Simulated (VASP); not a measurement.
# Cr (Cmce) in VASP: further runs

Cr is run at these levels: PBEsol; tasks: relaxation of cell and atoms, single point.

Everything below comes from runs of VASP 6.6.1. Logs are shortened: lines on timing, memory, paths and dates and some standing lists are left out, and cuts for length are marked.

## (1) The cell of the first run

The structure is orthorhombic, space group Cmce (No. 64). Conventional cell: a = 4.020 Å, b = 6.814 Å, c = 4.026 Å, α = 90.00°, β = 90.00°, γ = 90.00°. Within 2.9 Å of Cr (site symmetry m) lie 7 Cr at 2.17 to 2.49 Å.

## (2) Relaxation of cell and atoms, PBEsol

Contents of INCAR:

```
SYSTEM = Cr
PREC = Accurate ; ENCUT = 600
EDIFF = 1E-6 ; ISMEAR = 0
SIGMA = 0.1 ; LREAL = .False.
LASPH = .True. ; NELM = 80
ALGO = Normal ; ISIF = 3
LWAVE = .False. ; LCHARG = .False.
GGA = PS ; IBRION = 2
NSW = 90 ; EDIFFG = -0.04
```

Contents of KPOINTS:

```
Automatic mesh
0
Gamma
  6 6 4
  0 0 0
```

Contents of POSCAR:

```
Cr
1.0
    2.0102088612     -3.4069312307      0.0000000000
    2.0102088612      3.4069312307      0.0000000000
    0.0000000000      0.0000000000      4.0257655634
Cr
4
Direct
    0.1525000000      0.8475000000      0.0785000000
    0.6525000000      0.3475000000      0.4215000000
    0.8475000000      0.1525000000      0.9215000000
    0.3475000000      0.6525000000      0.5785000000
```

Potentials or basis: VASP PAW PBE potentials, release 64 (Cr_pv).

Run with:

```sh
cat potpaw_PBE.64/Cr_pv/POTCAR > POTCAR
mpirun -np 1 vasp_std > vasp.out
```

OUTCAR:

```text
SYSTEM = Cr
   PREC = Accurate
   ENCUT = 600
   EDIFF = 1E-6
   ISMEAR = 0
   LREAL = .False.
   LASPH = .True.
   NELM = 80
   ISIF = 3
   GGA = PS
   IBRION = 2
   NSW = 90
   EDIFFG = -0.04

 ion  position               nearest neighbor table
   1  0.153  0.847  0.078-   3 2.17   4 2.41   4 2.41   2 2.44   2 2.44   3 2.49   3 2.49
   2  0.653  0.347  0.422-   4 2.17   3 2.41   3 2.41   1 2.44   1 2.44   4 2.49   4 2.49
   3  0.847  0.153  0.922-   1 2.17   2 2.41   2 2.41   4 2.44   4 2.44   1 2.49   1 2.49
   4  0.347  0.653  0.578-   2 2.17   1 2.41   1 2.41   3 2.44   3 2.44   2 2.49   2 2.49

  LATTYP: Found a base centered orthorhombic cell.
 ALAT       =     4.0204177224
 B/A-ratio  =     1.6948145521
 C/A-ratio  =     1.0013301705

  Lattice vectors:

 A1 = (   2.0102088612,  -3.4069312307,   0.0000000000)
 A2 = (   2.0102088612,   3.4069312307,   0.0000000000)
 A3 = (   0.0000000000,   0.0000000000,   4.0257655634)

Analysis of symmetry for initial positions (statically):
=====================================================================
 Subroutine PRICEL returns:
 Original cell was already a primitive cell.

 Routine SETGRP: Setting up the symmetry group for a
 base centered orthorhombic supercell.

 Subroutine GETGRP returns: Found  8 space group operations
 (whereof  4 operations were pure point group operations)
 out of a pool of  8 trial point group operations.

The static configuration has the point symmetry C_2h.
 The point group associated with its full space group is D_2h.

Analysis of symmetry for dynamics (positions and initial velocities):
=====================================================================
 Subroutine PRICEL returns:
 Original cell was already a primitive cell.

 Routine SETGRP: Setting up the symmetry group for a
 base centered orthorhombic supercell.

 Subroutine GETGRP returns: Found  8 space group operations
 (whereof  4 operations were pure point group operations)
 out of a pool of  8 trial point group operations.

The dynamic configuration has the point symmetry C_2h.
 The point group associated with its full space group is D_2h.

 Subroutine INISYM returns: Found  8 space group operations
 (whereof  4 operations are pure point group operations),
 and found     1 'primitive' translations

----------------------------------------------------------------------------------------

                                     Primitive cell

  volume of cell :      55.1421

  direct lattice vectors                    reciprocal lattice vectors
     2.010208861 -3.406931231  0.000000000     0.248730373 -0.146759640  0.000000000
     2.010208861  3.406931231  0.000000000     0.248730373  0.146759640  0.000000000
     0.000000000  0.000000000  4.025765563     0.000000000  0.000000000  0.248399959

  length of vectors
     3.955770478  3.955770478  4.025765563     0.288799568  0.288799568  0.248399959

  position of ions in fractional coordinates (direct lattice)
     0.152500000  0.847500000  0.078500000
     0.652500000  0.347500000  0.421500000
     0.847500000  0.152500000  0.921500000
     0.347500000  0.652500000  0.578500000

  ion indices of the primitive-cell ions
   primitive index   ion index
                 1           1
                 2           2
                 3           3
                 4           4

----------------------------------------------------------------------------------------

 KPOINTS: Automatic mesh

Automatic generation of k-mesh.
 Grid dimensions read from file:
 generate k-points for:    6    6    4

 Generating k-lattice:

  Cartesian coordinates                     Fractional coordinates (reciprocal lattice)
     0.041455062 -0.024459940  0.000000000     0.166666667  0.000000000  0.000000000
     0.041455062  0.024459940  0.000000000     0.000000000  0.166666667  0.000000000
     0.000000000  0.000000000  0.062099990     0.000000000  0.000000000  0.250000000

  Length of vectors
     0.048133261  0.048133261  0.062099990

  Shift w.r.t. Gamma in fractional coordinates (k-lattice)
     0.000000000  0.000000000  0.000000000

 Subroutine IBZKPT returns following result:
 ===========================================

 Found     39 irreducible k-points:

 Following reciprocal coordinates:
            Coordinates               Weight
  0.000000  0.000000  0.000000      1.000000
  0.166667 -0.000000  0.000000      4.000000
  0.333333 -0.000000  0.000000      4.000000
  0.500000  0.000000  0.000000      2.000000
  0.166667  0.166667  0.000000      2.000000
  0.333333  0.166667  0.000000      4.000000
[... 16 lines left out ...]
  0.333333  0.333333  0.250000      4.000000
  0.500000  0.333333  0.250000      8.000000
 [... further k-points ...]
   k-points           NKPTS =     39   k-points in BZ     NKDIM =     39   number of bands    NBANDS=     28
   number of dos      NEDOS =    301   number of ions     NIONS =      4
   total plane-waves  NPLWV =  32768
   dimension x,y,z NGX =    32 NGY =   32 NGZ =   32
   dimension x,y,z NGXF=    64 NGYF=   64 NGZF=   64
   ions per type =               4
   NGX,Y,Z   is equivalent  to a cutoff of  13.45, 13.45, 13.21 a.u.
   NGXF,Y,Z  is equivalent  to a cutoff of  26.90, 26.90, 26.43 a.u.
 SYSTEM =  Cr
   PREC   = accura    normal or accurate (medium, high low for compatibility)
   ISTART =      0    job   : 0-new  1-cont  2-samecut
   ICHARG =      2    charge: 1-file 2-atom 10-const
   ISPIN  =      1    spin polarized calculation?
   LNONCOLLINEAR =      F non collinear calculations
   LSORBIT =      F    spin-orbit coupling
   LASPH  =      T    aspherical Exc in radial PAW
   ENCUT  =  600.0 eV  44.10 Ry    6.64 a.u.   7.90  7.90  8.04*2*pi/ulx,y,z
   NELM   =     80;   NELMIN=  2; NELMDL= -5     # of ELM steps
   EDIFF  = 0.1E-05   stopping-criterion for ELM
   LREAL  =      F    real-space projection
   EDIFFG = -.4E-01   stopping-criterion for IOM
   NSW    =     90    number of steps for IOM
   IBRION =      2    ionic relax: 0-MD 1-quasi-New 2-CG
   NFREE  =      1    steps in history (QN), initial steepest desc. (CG)
   ISIF   =      3    stress and relaxation
   ISYM   =      2    0-nonsym 1-usesym 2-fastsym
   POTIM  = 0.5000    time-step for ionic-motion
   TEBEG  =    0.0;   TEEND  =   0.0 temperature during run
   PSTRESS=    0.0 pullay stress
   NELECT =      48.0000    total number of electrons
   NUPDOWN=      -1.0000    fix difference up-down
   EMIN   =  10.00;   EMAX   =-10.00  energy-range for DOS
   EFERMI =   0.00;   METHOD = LEGACY
   ISMEAR =     0;   SIGMA  =   0.10  broadening in eV -4-tet -1-fermi 0-gaus
   EFERMI_NEDOS =   21; number of points for ismear=-14 and -15
   IALGO  =     38    algorithm
   IMIX   =      4    mixing-type and parameters
     AMIX     =   0.40;   BMIX     =  1.00
     AMIX_MAG =   1.60;   BMIX_MAG =  1.00
  volume/ion in A,a.u.               =      13.79        93.03
  Fermi-wavevector in a.u.,A,eV,Ry     =   1.563127  2.953882 33.244008  2.443366
  Thomas-Fermi vector in A             =   2.665944
   LORBIT       =      0    0 simple, 1 ext, 2 COOP (PROOUT), +10 PAW based schemes
   GGA     = PS    functional components
   LHFCALC =     F    Hartree Fock is set to
   AEXX    =    0.0000 exact exchange contribution
   IVDW    =     0    specifies the selected vdW correction
   LEPSILON=     F    determine dielectric tensor
   LRPA    =     F    only Hartree local field effects (RPA)
 conjugate gradient relaxation of ions
 non-spin polarized calculation
 Gauss-broadening in eV      SIGMA  =   0.10
  energy-cutoff  :      600.00
  volume of cell :       55.14
 maximum number of plane-waves:      1860
   NGX = 15   NGY = 15   NGZ = 17

--------------------------------------- Ionic step        1  -------------------------------------------

 number of electron      48.0000002 magnetization

 Free energy of the ion-electron system (eV)
  ---------------------------------------------------
  ext. energy  EPLUGINS =         0.00000000
  ---------------------------------------------------
  free energy    TOTEN  =       -36.62648982 eV

  energy without entropy =      -36.60782892  energy(sigma->0) =      -36.61715937

------------------------ aborting loop because EDIFF is reached ----------------------------------------

  FORCE on cell =-STRESS in cart. coord.  units (eV):
  Direction    XX          YY          ZZ          XY          YZ          ZX
  --------------------------------------------------------------------------------------
  -------------------------------------------------------------------------------------
  Total       -3.6702879     -0.1027987     -5.2616019      0.0000000     -0.0000000      0.0000000
  in kB     -106.6418556     -2.9868623   -152.8781946      0.0000000     -0.0000000      0.0000000
  external PRESSURE =     -87.5023042 kB  Pullay stress =       0.0000000 kB
[... 95 lines left out ...]
  FREE ENERGIE OF THE ION-ELECTRON SYSTEM (eV)
  ---------------------------------------------------
  free  energy   TOTEN  =       -36.8452234304 eV

  energy  without entropy=      -36.8281080118  energy(sigma->0) =      -36.83666572

 E-fermi :   9.3959     XC(G=0): -13.1615

 val. band max:        9.3942419804   @ k =   0.5000   0.3333   0.2500
 cond. band min:       9.4065125007   @ k =   0.5000   0.0000   0.0000
 fundamental gap:      0.0122705203
 Fermi energy:         9.3958979896

 k-point     1 :       0.0000    0.0000    0.0000
  band No.  band energies     occupation
      1     -34.0763      2.00000
      2     -33.6363      2.00000
      3     -33.6063      2.00000
      4     -33.5497      2.00000
      5     -33.5452      2.00000
      6     -33.2526      2.00000
[... 733 lines left out ...]
     27       9.8784      0.00000
     28       9.9752      0.00000

 [... further k-points ...]

[... ionic steps 4 to 28 ...]

--------------------------------------- Ionic step       29  -------------------------------------------

 number of electron      48.0000003 magnetization

------------------------ aborting loop because EDIFF is reached ----------------------------------------

  FORCE on cell =-STRESS in cart. coord.  units (eV):
  Direction    XX          YY          ZZ          XY          YZ          ZX
  --------------------------------------------------------------------------------------
  -------------------------------------------------------------------------------------
  Total       -0.0313092     -0.0553946      0.1247344      0.0000000     -0.0000000      0.0000000
  in kB       -1.0830561     -1.9162240      4.3148405      0.0000000     -0.0000000      0.0000000
  external PRESSURE =       0.4385201 kB  Pullay stress =       0.0000000 kB
[... 61 lines left out ...]
  energy  without entropy=      -38.9238816877  energy(sigma->0) =      -38.93285059

--------------------------------------- Ionic step       31  -------------------------------------------

 number of electron      48.0000002 magnetization

 Free energy of the ion-electron system (eV)
  ---------------------------------------------------
  ext. energy  EPLUGINS =         0.00000000
  ---------------------------------------------------
  free energy    TOTEN  =       -38.94223357 eV

  energy without entropy =      -38.92424227  energy(sigma->0) =      -38.93323792

 E-fermi :  10.7639     XC(G=0): -13.7547

 val. band max:       10.7611743270   @ k =   0.3333   0.1667   0.0000
 cond. band min:      10.7908966104   @ k =   0.3333   0.3333   0.0000
 fundamental gap:      0.0297222834
 Fermi energy:        10.7638888455

 k-point     1 :       0.0000    0.0000    0.0000
  band No.  band energies     occupation
      1     -32.6800      2.00000
      2     -32.5275      2.00000
      3     -32.4745      2.00000
      4     -32.1754      2.00000
      5     -32.0386      2.00000
      6     -31.9293      2.00000
[... 733 lines left out ...]
     27      11.2871      0.00000
     28      11.4379      0.00000

 [... further k-points ...]
[... 5 lines left out ...]
  --------------------------------------------------------------------------------------
  -------------------------------------------------------------------------------------
  Total       -0.0668679     -0.0743029      0.1360399      0.0000000      0.0000000      0.0000000
  in kB       -2.3123637     -2.5694719      4.7044036      0.0000000      0.0000000      0.0000000
  external PRESSURE =      -0.0591440 kB  Pullay stress =       0.0000000 kB
[... 19 lines left out ...]
  FREE ENERGIE OF THE ION-ELECTRON SYSTEM (eV)
  ---------------------------------------------------
  free  energy   TOTEN  =       -38.9422335677 eV

  energy  without entropy=      -38.9242422706  energy(sigma->0) =      -38.93323792

 reached required accuracy - stopping structural energy minimisation
```

Wall time 7.9 min (1 thread of Intel Xeon 6975P-C (Granite Rapids), shared host); peak memory 0.22 GiB.

Results:

* Free energy: -38.9422 eV
* Relaxed volume: 11.58 Å³/atom
* Relaxed cell: a = 4.729 Å, b = 4.729 Å, c = 2.732 Å, α = 90.00°, β = 90.00°, γ = 130.70°
* Space group after relaxing (to 0.05 Å): Fmmm (No. 69)
* Energy gained by relaxing: 578.9 meV/atom
* Ionic steps: 31
* Pressure after relaxing: 0.0 GPa
* Largest force after relaxing: 0.033 eV/Å
* Band gap on the k mesh: zero (band 24 reaches 11.50 eV, above the bottom of band 25 at 10.56 eV)

Forces on the atoms (eV/Å):
```
Cr   0.000 -0.022 -0.024
Cr   0.000 -0.022  0.024
Cr   0.000  0.022  0.024
Cr   0.000  0.022 -0.024
```

Stress tensor (GPa, compression positive):
```
-0.23  0.00  0.00
 0.00 -0.26  0.00
 0.00  0.00  0.47
```

The path:
```
step  energy change (eV)  largest force (eV/Å)  pressure (GPa)  volume (Å³)
   1              0.0000                0.8588           -8.75        55.14
   2             -0.1364                0.9451           15.07        49.30
   3             -0.2187                0.5756            4.74        51.36
   4             -0.3963                0.7055            2.16        51.98
   5             -0.4580                0.9533            0.74        52.51
   6             -0.6170                0.5830           -6.49        53.40
   7             -0.7104                0.6168          -12.21        54.10
   8             -0.9624                0.3875          -22.49        55.22
   9             -0.8578                0.4654          -30.81        56.18
  10             -1.0726                0.2083          -25.94        55.55
  11             -1.0964                0.1946          -26.24        55.53
  12             -1.1614                0.2133          -27.04        55.45
  13             -1.2453                0.3776          -28.14        55.24
  14             -1.3180                0.3742          -27.35        54.83
  15             -1.5218                0.3638          -24.78        53.63
  16             -1.8587                0.3405          -18.57        51.26
  17             -2.1834                0.2735           -0.76        46.73
  18             -2.1853                0.2653            1.22        46.35
  19             -2.2011                0.2248            1.21        46.33
  20             -2.2412                0.1087            1.23        46.27
  21             -2.2901                0.1820            1.56        46.12
  22             -2.2336                0.6576            4.86        45.72
  23             -2.2952                0.3236            2.10        46.04
  24             -2.3067                0.2201           -0.06        46.41
  25             -2.3095                0.1415           -1.66        46.70
  26             -2.3134                0.0797           -0.63        46.47
  27             -2.3141                0.0606            0.03        46.35
  28             -2.3145                0.0563            0.04        46.34
  29             -2.3153                0.0476            0.04        46.32
  30             -2.3153                0.0463            0.12        46.31
  31             -2.3157                0.0325           -0.01        46.33
```

Final structure:
```
Cr
1.0
     1.97244   -4.29826    0.00000
     1.97244    4.29826    0.00000
     0.00000    0.00000    2.73241
Cr
4
Direct
  0.13169 0.86831 0.00212
  0.63169 0.36831 0.49788
  0.86831 0.13169 0.99788
  0.36831 0.63169 0.50212
```

Levels at points of the mesh, in eV from the Fermi level:
```
           k point  band 21  band 22  band 23  band 24  band 25  band 26  band 27  band 28
(0.00, 0.00, 0.00)    -1.75    -1.44    -0.21     0.18     0.85     0.89     1.17     1.25
(0.50, 0.00, 0.00)    -0.69    -0.69    -0.67    -0.67     0.07     0.07     0.40     0.40
(0.50, 0.50, 0.00)    -0.79    -0.45    -0.41    -0.17     0.27     1.02     1.07     1.18
(0.00, 0.00, 0.50)    -1.41    -1.41    -0.48    -0.48     0.62     0.62     0.73     0.73
(0.50, 0.00, 0.50)    -0.32    -0.32     0.20     0.20     0.76     0.76     1.86     1.86
(0.50, 0.50, 0.50)    -1.61    -1.61    -0.51    -0.51    -0.02    -0.02     0.85     0.85
```

Caveat: the k points lie up to 0.57 Å⁻¹ apart in the final cell; the volume moved by over 15 % at a fixed basis, so the end points are rough; the PAW data sets were made with another functional, which shifts forces and pressure a little; the run has no spin polarisation, though such a crystal can be magnetic. Spin polarisation is off, so any magnetic state and its effect on volume and gap are missing.

## (3) Single point, PBEsol, collinear spin, ferromagnetic start

Contents of INCAR:

```
SYSTEM = Cr
  PREC = Accurate
  ENCUT = 520
  EDIFF = 1E-7
  ISMEAR = 0
  SIGMA = 0.1
  LREAL = .False.
  LASPH = .True.
  NELM = 150
  ALGO = Normal
  ISIF = 2
  LWAVE = .False.
  LCHARG = .False.
  ISPIN = 2
  MAGMOM = 3 3 3 3
  LORBIT = 11
  LMAXMIX = 4
  GGA = PS
  NBANDS = 36
```

Contents of KPOINTS:

```
regular mesh
0
Gamma
  6 6 4
  0 0 0
```

POSCAR is that of step 2.

Potentials or basis: VASP PAW PBE potentials, release 64 (Cr_pv).

Run with:

```sh
cat potpaw_PBE.64/Cr_pv/POTCAR > POTCAR
mpirun -np 1 vasp_std > vasp.out
```

It took 83 s on 1 thread of Intel Xeon 6975P-C (Granite Rapids), shared host; peak memory 0.24 GiB.

Results (log left out):

| Quantity | Value |
| --- | --- |
| Free energy | -36.6266 eV |
| Pressure | -8.7 GPa |
| Largest force | 0.859 eV/Å |
| Band gap on the k mesh | zero (filled and empty bands overlap) |
| Net moment | 0.00 μB per cell |
| Valence electrons inside the program's atomic spheres | Cr 11.07 |

Forces on the atoms (eV/Å):
```
Cr   0.000 -0.724 -0.463
Cr   0.000 -0.724  0.463
Cr   0.000  0.724  0.463
Cr   0.000  0.724 -0.463
```

Stress tensor (GPa, compression positive):
```
-10.62   0.00   0.00
  0.00  -0.24   0.00
  0.00   0.00 -15.24
```

Levels at points of the mesh, in eV from the Fermi level:
Spin up:
```tsv
k point	band 20	band 21	band 22	band 23	band 24	band 25	band 26	band 27	band 28	band 29
(0.00, 0.00, 0.00)	-1.22	-1.19	-1.13	-0.10	0.07	0.07	0.45	0.59	0.77	1.15
(0.50, 0.00, 0.00)	-1.62	-1.54	-1.54	-0.30	-0.30	0.45	0.45	1.31	1.31	1.58
(0.50, 0.50, 0.00)	-1.33	-0.93	-0.48	-0.40	0.28	0.29	0.85	1.06	1.57	1.99
(0.00, 0.00, 0.50)	-1.75	-0.82	-0.82	0.02	0.02	0.13	0.13	0.46	0.46	1.37
(0.50, 0.00, 0.50)	-1.47	-0.90	-0.90	-0.69	-0.69	0.81	0.81	1.27	1.27	1.64
(0.50, 0.50, 0.50)	-1.97	-1.11	-1.11	-1.10	-1.10	0.51	0.51	0.94	0.94	1.80
```
Spin down:
```tsv
k point	band 22	band 23	band 24	band 25	band 26	band 27
(0.00, 0.00, 0.00)	-1.13	-0.10	0.07	0.07	0.45	0.59
(0.50, 0.00, 0.00)	-1.54	-0.30	-0.30	0.45	0.45	1.31
(0.50, 0.50, 0.00)	-0.48	-0.40	0.28	0.29	0.85	1.06
(0.00, 0.00, 0.50)	-0.82	0.02	0.02	0.13	0.13	0.46
(0.50, 0.00, 0.50)	-0.90	-0.69	-0.69	0.81	0.81	1.27
(0.50, 0.50, 0.50)	-1.11	-1.10	-1.10	0.51	0.51	0.94
```

Caveat: the k points lie up to 0.39 Å⁻¹ apart; the starting moments collapsed, and a magnetic state may lie lower; the PAW data sets were made with another functional, which shifts forces and pressure a little.
